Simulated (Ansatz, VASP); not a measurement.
## As: VASP beside Ansatz

Contents of INCAR:

```
SYSTEM = As
PREC = Accurate ; ENCUT = 520
EDIFF = 1E-6 ; ISMEAR = 0
SIGMA = 0.05 ; LREAL = .FALSE.
LASPH = .TRUE. ; NELM = 80
ALGO = Normal ; ISIF = 2
LWAVE = .FALSE. ; LCHARG = .FALSE.
LDIPOL = .TRUE. ; IDIPOL = 3
DIPOL = 0.5 0.5 0.371 ; GGA = PE
IVDW = 12 ; NBANDS = 18
```

KPOINTS

```
regular mesh
0
G
  9 9 1
  0 0 0
```

Contents of POSCAR:

```
As
1.0
    3.5716242608      0.0000000000      0.0000000000
   -1.7858121304      3.0931173426      0.0000000000
    0.0000000000      0.0000000000     20.2951239197
As
4
Direct
    0.3333333333      0.6666666667      0.2217281362
    0.6666666667      0.3333333333      0.2905900936
    0.8333333333      1.0000000000      0.4517125392
    0.5000000000      1.3333333333      0.5205744967
```

Input for Ansatz:

```yaml
crystal:
  lattice:
    - [3.5716242608, 0.0, 0.0]
    - [-1.7858121304, 3.0931173426, 0.0]
    - [0.0, 0.0, 20.2951239197]
  atoms:
    - { symbol: As, position: [0.3333333333, 0.6666666667, 0.2217281362] }
    - { symbol: As, position: [0.6666666667, 0.3333333333, 0.2905900936] }
    - { symbol: As, position: [0.8333333333, 1.0, 0.4517125392] }
    - { symbol: As, position: [0.5, 1.3333333333, 0.5205744967] }
basis:
  ecutwfc: 420
kpoints:
  mp_grid: { grid: [9, 9, 1] }
hamiltonian:
  xc: pbe
  dispersion: d3bj
scf:
  occupations: { method: gaussian, width: 0.05 }
output:
  forces: true
  eigenvalues: true
efield:
  axis: 3
  dipole_correction: true
  ramp_width: 0.04
```

Alike in both runs: task single point; functional PBE; dispersion D3(BJ); k mesh 9 × 9 × 1; occupations gaussian, width 0.05 eV; no spin polarisation.

|  | VASP | Ansatz |
| --- | --- | --- |
| version | VASP 6.6.1 | Ansatz 0.2.0 |
| potentials or method | VASP PAW PBE potentials, release 64 (As), cutoff 520 eV | scalar-relativistic, plane waves, PAW |
| valence electrons in the cell | 20 | 60 |

Ansatz gave:

```
gap on the k mesh at the Fermi level (eV) : 0.97
least direct gap on the mesh (eV)         : 1.60
rms of the force components (eV/Å)        : 0.025
```

Problem. What did VASP give for the same quantities?

Solution. gap on the k mesh at the Fermi level (eV): 0.95; least direct gap on the mesh (eV): 1.57; rms of the force components (eV/Å): 0.058.

Atom by atom the forces differ by 0.052 eV/Å (rms over components). VASP's potentials hold 20 valence electrons a cell and Ansatz's 60, so a difference there can come from the potentials and not from the codes.
